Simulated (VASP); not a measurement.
Here is a VASP 6.6.1 calculation.

INCAR

```
PREC = Accurate
ENCUT = 520
EDIFF = 1E-6
ISMEAR = 0
SIGMA = 0.1
LREAL = F
LASPH = T
NELM = 100
ALGO = Normal
ISIF = 2
LWAVE = F
LCHARG = F
GGA = PE
NBANDS = 11
```

File KPOINTS:

```
Automatic mesh
0
Gamma
  6 6 6
```

The input POSCAR:

```
LiH3
1.0
   -1.9779544100      1.9779544100      1.9779544100
    1.9779544100     -1.9779544100      1.9779544100
    1.9779544100      1.9779544100     -1.9779544100
Li H
1 3
Direct
    0.0000000000      0.0000000000      0.0000000000
    0.0000000000      0.5000000000      0.5000000000
    0.5000000000      0.0000000000      0.5000000000
    0.5000000000      0.5000000000      0.0000000000
```

Potentials or basis: VASP PAW PBE potentials, release 64 (Li_sv, H).

The run is started by

```console
$ cat potpaw_PBE.64/Li_sv/POTCAR potpaw_PBE.64/H/POTCAR > POTCAR
$ mpirun -np 1 vasp_std > vasp.out
```

(1) Predict the band gap on the k mesh.

Results:

(1) zero (band 3 reaches 2.51 eV, above the bottom of band 4 at -1.53 eV).

Caveat: the k points lie up to 0.37 Å⁻¹ apart.
